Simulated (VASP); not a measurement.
Write the native input for VASP 6.6.1 that does the following.

* Task: single point
* Functional: PBE
* Potentials or basis: VASP PAW PBE potentials, release 64 (Si, C)
* Cutoff: 520 eV
* k mesh: 2 × 2 × 2, shifted
* Occupations: gaussian, width 0.02 eV
* Spin: no spin polarisation
* Dipole correction: no
* Further INCAR settings: LREAL = Auto; ALGO = Normal; EDIFF = 1e-06; NBANDS = 88

The structure of Si32C (a cell with a defect) lies in POSCAR:

```
Si32C
1.0
   -5.4700936587      5.4700936587     -5.4700936587
    5.4700936587      5.4700936587      5.4700936587
    5.4700936587     -5.4700936587     -5.4700936587
Si C
32 1
Direct
    0.2347341892      0.2426964843      0.7389775664
   -0.0016019835      0.5000383304      0.7575520199
    0.4883990415      0.2422176077      0.4842287290
    0.7460952690      0.7577400422      0.7419390331
    0.2499595227      0.4999337618      0.5002842128
    0.5187294180      0.0283669732      0.7686370220
    0.0102276128      0.7544606651      0.5146949350
    0.7557013203      0.2454781552      0.2601466426
    0.5068762389      0.5000395186      0.2493943587
    0.7498096479      0.0001877482      0.4991717090
    0.0101554934      0.2447529391      0.0058702834
    0.2654094410      0.7551972156      0.2611311778
   -0.0096432535     -0.0284271184      0.2402634364
    0.6886105129      0.5000071609     -0.0616832217
    0.4919647026      0.7572446211     -0.0037993865
    0.2496061467     -0.0000681890     -0.0008807893
    0.2389687602      0.2386797341      0.4891923552
    0.0026471210      0.4999506719      0.5093413703
    0.5011522053      0.2462622368      0.2428495896
    0.7549212605      0.7538230161      0.4965892121
    0.2586385331      0.4999600867      0.2528438426
    0.5082261244      0.0085052474      0.5081547362
    0.0107214800      0.7252498307      0.2603715930
    0.7854147969      0.2747144005      0.0350529647
    0.4678586254      0.4999928101     -0.0119094853
    0.7499430094     -0.0079594615      0.2491503044
   -0.0069831528      0.2464141538      0.7515266203
    0.2465997082      0.7536631468      0.0051424165
   -0.0004031924     -0.0085599997     -0.0003783299
    0.7365611544      0.5000092632      0.7169412893
    0.5001752567      0.7612172222      0.7504021423
    0.2578708132      0.0078965741      0.7571750611
   -0.1481924352      0.4999920789      0.0956903177
```

One way to write it, as run:

INCAR

```
SYSTEM = Si32C
PREC = Accurate
ENCUT = 520
EDIFF = 1E-6
ISMEAR = 0
SIGMA = 0.02
LREAL = Auto
LASPH = .TRUE.
NELM = 100
ALGO = Normal
ISIF = 2
LWAVE = .FALSE.
LCHARG = .TRUE.
GGA = PE
LELF = .TRUE.
LVHAR = .TRUE.
NBANDS = 88
```

KPOINTS

```
Automatic mesh
0
Gamma
  2 2 2
  0.5 0.5 0.5
```

Potentials or basis: VASP PAW PBE potentials, release 64 (Si, C).

Command:

```bash
$ cat potpaw_PBE.64/Si/POTCAR potpaw_PBE.64/C/POTCAR > POTCAR
$ mpirun -np 1 vasp_std > vasp.out
```

Results of the run:

* Pressure: 1.0 GPa
* Largest force: 0.018 eV/Å
* Band gap on the k mesh: 0.14 eV

Wall time 5.3 min on 1 thread of Intel(R) Xeon(R) 6975P-C (Granite Rapids) (shared host), peak memory 0.72 GiB.
